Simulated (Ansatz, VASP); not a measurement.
## ZrTa2C2: VASP beside Ansatz

File INCAR:

```
  ALGO = Normal
  EDIFF = 1E-6
  EDIFFG = -0.04
  ENCUT = 600
  GGA = PE
  IBRION = 2
  ISIF = 3
  ISMEAR = 0
  LASPH = T
  LCHARG = F
  LREAL = F
  LWAVE = F
  NELM = 60
  NSW = 90
  PREC = Accurate
  SIGMA = 0.1
```

Contents of KPOINTS:

```
k-points
0
Gamma
  6 6 6
```

POSCAR

```
ZrTa2C2
1.0
   -1.9366992800      1.9366992800      4.7582912600
    1.9366992800     -1.9366992800      4.7582912600
    1.9366992800      1.9366992800     -4.7582912600
Zr Ta C
1 2 2
Direct
    0.0000000000      0.0000000000      0.0000000000
    0.7500000000      0.2500000000      0.5000000000
    0.2500000000      0.7500000000      0.5000000000
    0.3880000100      0.3880000100      0.0000000000
    0.6119999900      0.6119999900      0.0000000000
```

Input for Ansatz:

```yaml
crystal:
  lattice:
    - [-1.93669928, 1.93669928, 4.75829126]
    - [1.93669928, -1.93669928, 4.75829126]
    - [1.93669928, 1.93669928, -4.75829126]
  atoms:
    - { symbol: Zr, position: [0.0, 0.0, 0.0] }
    - { symbol: Ta, position: [0.75, 0.25, 0.5] }
    - { symbol: Ta, position: [0.25, 0.75, 0.5] }
    - { symbol: C, position: [0.38800001, 0.38800001, 0.0] }
    - { symbol: C, position: [0.61199999, 0.61199999, 0.0] }
basis:
  ecutwfc: 420
kpoints:
  mp_grid: { grid: [6, 6, 6] }
hamiltonian:
  xc: pbe
scf:
  occupations: { method: gaussian, width: 0.1 }
  lower_state_search: "off"
output:
  forces: true
  stress: true
  eigenvalues: true
relax:
  adjacent_minimum: "off"
  f_tol: 0.04
  max_steps: 70
  cell: { stress_tol: 0.4 }
```

Change from the starting cell: species swapped into the LiCu2P2 type (I4/mmm, No. 139).

Alike in both runs: task relaxation of cell and atoms; functional PBE; k mesh 6 × 6 × 6; occupations gaussian, width 0.1 eV; no spin polarisation.

|  | VASP | Ansatz |
| --- | --- | --- |
| version | VASP 6.6.1 | Ansatz 0.2.0 |
| potentials or method | VASP PAW PBE potentials, release 64 (Zr_sv, Ta_pv, C), cutoff 600 eV | scalar-relativistic, plane waves, PAW |
| valence electrons in the cell | 42 | 46 |

Ansatz gave:

```
gap on the k mesh at the Fermi level, each at its own relaxed structure (eV) : none
relaxed volume (Å³/atom)                                                     : 13.25
relaxed length of the cell vector where the two differ most in proportion (Å)              : 5.517
```

Task: Which values does VASP return?

Result: gap on the k mesh at the Fermi level, each at its own relaxed structure (eV): none; relaxed volume (Å³/atom): 13.28; relaxed length of the cell vector where the two differ most in proportion (Å): 5.522.

A gap of «none» marks a metal or a gap that the smearing closes. VASP's potentials hold 42 valence electrons a cell and Ansatz's 46, so a difference there can come from the potentials and not from the codes.

The k mesh is coarse, so the values compare programs but aren't converged. Spin-orbit coupling is off throughout.
